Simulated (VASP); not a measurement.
Set up this calculation in VASP 6.6.1, as the native input.

```
Task                   : single point
Functional             : PBEsol
Potentials or basis    : VASP PAW PBE potentials, release 64 (Nb_sv)
Cutoff                 : 520 eV
k mesh                 : 11 × 11 × 6
Occupations            : methfessel-paxton, width 0.1 eV
Spin                   : no spin polarisation
Dipole correction      : no
Further INCAR settings : ALGO = Normal; EDIFF = 1e-06; NBANDS = 12
```

The structure of Nb lies in POSCAR:

```
Nb
1.0
    1.6174290000     -2.2736270000      0.0000000000
    1.6174290000      2.2736270000      0.0000000000
    0.0000000000      0.0000000000      4.5984950000
Nb
1
Direct
    0.0000000000      0.0000000000      0.0000000000
```

These files were run (other wordings do the same):

INCAR

```
SYSTEM = Nb
PREC = Accurate
ENCUT = 520
EDIFF = 1E-6
ISMEAR = 1
SIGMA = 0.1
LREAL = .False.
LASPH = .True.
NELM = 80
ALGO = Normal
ISIF = 2
LWAVE = .False.
LCHARG = .False.
GGA = PS
NBANDS = 12
```

KPOINTS

```
regular mesh
0
Gamma
  11 11 6
  0 0 0
```

Potentials or basis: VASP PAW PBE potentials, release 64 (Nb_sv).

The run is started by

```bash
$ cat potpaw_PBE.64/Nb_sv/POTCAR > POTCAR
$ mpirun -np 1 vasp_std > vasp.out
```

Results of the run:

```json
{
  "Pressure": "-15.6 GPa"
}
```

Caveat: the PAW data sets were made with another functional, which shifts forces and pressure a little.

It took 46 s on 1 thread of Intel(R) Xeon(R) Platinum 8175M CPU @ 2.50GHz (Skylake/Cascade Lake), on a shared host, peak memory 0.19 GiB.
